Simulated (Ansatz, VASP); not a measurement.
**MoS2 in VASP and in Ansatz**

The input INCAR:

```
SYSTEM = MoS2
AGGAC = 0.0
ALDAC = 0.0
ALGO = Normal
EDIFF = 1E-7
ENCUT = 520
GGA = PE
ISIF = 2
ISMEAR = -1
LASPH = .TRUE.
LCHARG = .FALSE.
LREAL = .FALSE.
LWAVE = .FALSE.
NBANDS = 35
NELM = 100
PREC = Accurate
SIGMA = 0.05
```

File KPOINTS:

```
k-points
0
G
  10 10 2
  0 0 0
```

POSCAR

```
MoS2
1.0
    3.1195325729      0.0000000000      0.0000000000
   -1.5597662865      2.7015944561      0.0000000000
    0.0000000000      0.0000000000     21.2281547802
Mo S
2 4
Direct
    0.3333333333      0.6666666667      0.8511602300
    0.6666666667      0.3333333333      0.1488397700
    0.6666666667      0.3333333333      0.7796253900
    0.3333333333      0.6666666667      0.0772510000
    0.6666666667      0.3333333333      0.9227490000
    0.3333333333      0.6666666667      0.2203746100
```

Contents of input.yaml:

```yaml
crystal:
  lattice:
    - [3.1195325729, 0.0, 0.0]
    - [-1.5597662865, 2.7015944561, 0.0]
    - [0.0, 0.0, 21.2281547802]
  atoms:
    - { symbol: Mo, position: [0.3333333333, 0.6666666667, 0.85116023] }
    - { symbol: Mo, position: [0.6666666667, 0.3333333333, 0.14883977] }
    - { symbol: S, position: [0.6666666667, 0.3333333333, 0.77962539] }
    - { symbol: S, position: [0.3333333333, 0.6666666667, 0.077251] }
    - { symbol: S, position: [0.6666666667, 0.3333333333, 0.922749] }
    - { symbol: S, position: [0.3333333333, 0.6666666667, 0.22037461] }
hamiltonian:
  xc: { exchange: pbe, correlation: none }
  pseudopotentials: { kind: paw }
kpoints:
  mp_grid: { grid: [10, 10, 2] }
scf:
  occupations: { method: fermi_dirac, width: 0.05 }
output:
  forces: true
  stress: true
  eigenvalues: true
  write_density: true
  write_potential: true
  elf: true
  volumetric_format: npy
```

Alike in both runs: task single point; functional PBE exchange alone; k mesh 10 × 10 × 2; occupations fermi-dirac, width 0.05 eV; no spin polarisation.

|  | VASP | Ansatz |
| --- | --- | --- |
| version | VASP 6.6.1 | Ansatz 0.2.0 |
| potentials or method | VASP PAW PBE potentials, release 64 (Mo_sv, S) | Ansatz PAW |
| plane-wave cutoff (eV) | 520 | 420 |
| valence electrons in the cell | 52 | 52 |

VASP gave:

- gap on the k mesh at the Fermi level (eV): 1.50
- least direct gap on the mesh (eV): 2.06
- rms of the force components (eV/Å): 1.221

Problem. Which values does Ansatz return?

Solution. gap on the k mesh at the Fermi level (eV): 1.48; least direct gap on the mesh (eV): 2.06; rms of the force components (eV/Å): 1.235.

VASP's potentials were made for PBE, not for PBE exchange alone. Atom by atom the forces differ by 0.014 eV/Å (rms over components). With one functional, cell and mesh, what is left measures potentials, basis and numerics.
